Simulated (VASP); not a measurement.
Runs of VASP 6.6.1 on HfC. The structure is that of space group Fm-3m (No. 225), or close to it. The cells are those of the table. 

```tsv
task	cell	cutoff (eV)	gap on the mesh (eV)	pressure (GPa)
single point	a = 3.162 Å, angles 60.0°, 2 atoms	520	none	(a)
relaxation of cell and atoms	relaxed to 30 GPa from a = 3.288 Å, angles 60.0°, 2 atoms	600	none	30.0
relaxation of cell and atoms	relaxed to 20 GPa from a = 3.288 Å, angles 60.0°, 2 atoms	600	none	20.0
single point	a = 3.132 Å, angles 60.0°, 2 atoms	520	none	31.7
relaxation of cell and atoms	relaxed to 40 GPa from a = 3.288 Å, angles 60.0°, 2 atoms	600	none	40.1
single point	a = 3.234 Å, angles 60.0°, 2 atoms	520	none	(b)
single point	a = 3.195 Å, angles 60.0°, 2 atoms	520	none	11.0
relaxation of cell and atoms	relaxed from a = 3.288 Å, angles 60.0°, 2 atoms	600	none	-0.3
single point	a = 3.106 Å, angles 60.0°, 2 atoms	520	none	42.1
relaxation of cell and atoms	relaxed to 10 GPa from a = 3.288 Å, angles 60.0°, 2 atoms	600	none	9.8
```

Alike in all rows: level LDA; potentials or basis VASP PAW LDA potentials, release 64 (Hf_pv, C); no spin polarisation; k mesh 12 × 12 × 12; smearing methfessel-paxton 0.1 eV.

Problem. Estimate the missing entries.

Solution. (a) 21.4; (b) 0.7.

Caveats: spin-orbit coupling is left out, which moves the levels of the heavy elements; the cell is relaxed towards a set pressure, so the enthalpy falls and the energy may rise (some runs).

A k mesh can miss the band edges, and the runs leave out spin-orbit coupling on Hf.

A gap of «none» marks levels without a gap at the run's occupations.
